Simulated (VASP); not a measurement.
The system is HfBi2O2.

```
CELL_PARAMETERS angstrom
3.24965 0.00000 0.00000
-1.62483 2.81428 0.00000
0.00000 0.00000 11.53987
ATOMIC_POSITIONS crystal
Hf 0.33333 0.66667 0.50000
Bi 0.00000 0.00000 0.87219
Bi 0.00000 0.00000 0.12781
O 0.66667 0.33333 0.39913
O 0.66667 0.33333 0.60087
```

The cell was generated, and may not be a known phase.

| Item | Value |
| --- | --- |
| Program | VASP 6.6.1 |
| Task | relaxation of cell and atoms |
| Functional | PBE |
| Potentials or basis | VASP PAW PBE potentials, release 64 (Hf_pv, Bi_d, O) |
| Cutoff | 600 eV |
| k mesh | 12 × 12 × 4 |
| Occupations | gaussian, width 0.1 eV |
| Spin | no spin polarisation |

At the start: pressure -0.4 GPa; volume 21.11 Å³/atom.

Question: How do energy, volume and symmetry change on relaxing?

Answer: Over 18 steps the energy falls by 6.6 meV/atom and the volume is 20.78 Å³/atom (-1.6 %); space group P-6m2 (No. 187, to 0.1 Å) before and after.

The path:
```
step  energy change (eV)  largest force (eV/Å)  pressure (GPa)  volume (Å³)
   1              0.0000                0.6137           -0.38       105.54
   2             -0.0204                0.2400            0.58       104.76
   3             -0.0253                0.1954            0.26       105.00
   4             -0.0306                0.0440           -0.04       105.38
   5             -0.0306                0.0448           -0.07       105.41
   6             -0.0309                0.0353           -0.09       105.30
   7             -0.0317                0.0100           -0.09       104.95
   8             -0.0320                0.0760           -0.11       104.27
   9             -0.0321                0.0505           -0.10       104.53
  10             -0.0323                0.0474           -0.11       104.45
  11             -0.0326                0.0346           -0.02       104.22
  12             -0.0326                0.0614            0.09       103.76
  13             -0.0327                0.0322            0.02       104.02
  14             -0.0327                0.0334            0.02       104.00
  15             -0.0327                0.0407            0.03       103.95
  16             -0.0328                0.0296            0.02       103.93
  17             -0.0328                0.0137           -0.01       103.91
  18             -0.0328                0.0083           -0.02       103.90
```

Final structure:
```
CELL_PARAMETERS angstrom
3.23566 0.00000 0.00000
-1.61783 2.80216 0.00000
0.00000 0.00000 11.45904
ATOMIC_POSITIONS crystal
Hf 0.33333 0.66667 0.50000
Bi 0.00000 0.00000 0.86727
Bi 0.00000 0.00000 0.13273
O 0.66667 0.33333 0.39868
O 0.66667 0.33333 0.60132
```
